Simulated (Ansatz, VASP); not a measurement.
## One calculation of LiH2, two programs

```
CELL_PARAMETERS angstrom
1.59373 0.92014 2.57580
-1.59373 0.92014 2.57580
0.00000 -1.84028 2.57580
ATOMIC_POSITIONS crystal
Li 0.01413 0.01413 0.01413
H 0.72903 0.72903 0.72903
H 0.59014 0.59014 0.59014
```

Alike in both runs: functional PBE; k mesh 18 × 18 × 18; occupations gaussian, width 0.1 eV; no spin polarisation.

Ansatz relaxed the structure, and its values are those at the end. VASP's run is a single point on that final structure, the one shown.

|  | VASP | Ansatz |
| --- | --- | --- |
| version | VASP 6.6.1 | Ansatz 0.2.0 |
| potentials or method | VASP PAW PBE potentials, release 64 (Li_sv, H), cutoff 520 eV | scalar-relativistic, plane waves, PAW |
| valence electrons in the cell | 5 | 5 |

|  | VASP | Ansatz | Ansatz less VASP |
| --- | --- | --- | --- |
| gap on the k mesh at the Fermi level (eV) | none | none | - |
| rms of the force components (eV/Å) | 0.004 | 0.000 | -0.0032 |

A gap of «none» marks a metal or a gap that the smearing closes. With one functional, cell and mesh, what is left measures potentials, basis and numerics.

Noted on VASP's run: the cutoff is short for stress, so the pressure is rough.
